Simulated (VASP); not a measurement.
A run of VASP 6.6.1:

File INCAR:

```
PREC     = Accurate       # precision mode
ENCUT    = 520            # plane-wave cutoff, eV
EDIFF    = 1E-7           # SCF threshold, eV
ISMEAR   = 0              # smearing method
SIGMA    = 0.05           # smearing width, eV
LREAL    = Auto         
LASPH    = T              # aspherical terms in the spheres
NELM     = 80             # most SCF steps
ALGO     = Normal         # electronic algorithm
ISIF     = 2              # what is computed and relaxed
LWAVE    = F              # write WAVECAR
LCHARG   = F              # write CHGCAR
GGA      = CA             # functional
IBRION   = 2              # ionic algorithm
NSW      = 80             # ionic steps
EDIFFG   = -0.03          # ionic threshold
```

File KPOINTS:

```
regular mesh
0
Gamma
  2 2 2
```

The input POSCAR:

```
Si
1.0
    0.0000000000      5.4300000000      5.4300000000
    5.4300000000      0.0000000000      5.4300000000
    5.4300000000      5.4300000000      0.0000000000
Si
17
Direct
    0.0000000000      0.0000000000      0.0000000000
    0.1250000000      0.1250000000      0.1250000000
    0.0000000000      0.0000000000      0.5000000000
    0.1250000000      0.1250000000      0.6250000000
    0.0000000000      0.5000000000      0.0000000000
    0.1250000000      0.6250000000      0.1250000000
    0.0000000000      0.5000000000      0.5000000000
    0.1250000000      0.6250000000      0.6250000000
    0.5000000000      0.0000000000      0.0000000000
    0.6250000000      0.1250000000      0.1250000000
    0.5000000000      0.0000000000      0.5000000000
    0.6250000000      0.1250000000      0.6250000000
    0.5000000000      0.5000000000      0.0000000000
    0.6250000000      0.6250000000      0.1250000000
    0.5000000000      0.5000000000      0.5000000000
    0.6250000000      0.6250000000      0.6250000000
    1.2461612600      0.2521448000      0.2480103900
```

Potentials or basis: VASP PAW LDA potentials, release 64 (Si).

Launch:

```bash
$ cat potpaw_LDA.64/Si/POTCAR > POTCAR
$ mpirun -np 1 vasp_std > vasp.out
```

Hardware: 1 thread of Oxide Virtual Turin-like Processor, with other jobs on the host.

**Question.** Estimate the wall time of this run.

**Answer.** Run time: 13 min on 1 thread of Oxide Virtual Turin-like Processor (shared host), peak memory 0.35 GiB. Counts: scf iterations 46, k points 8, ion steps 6.
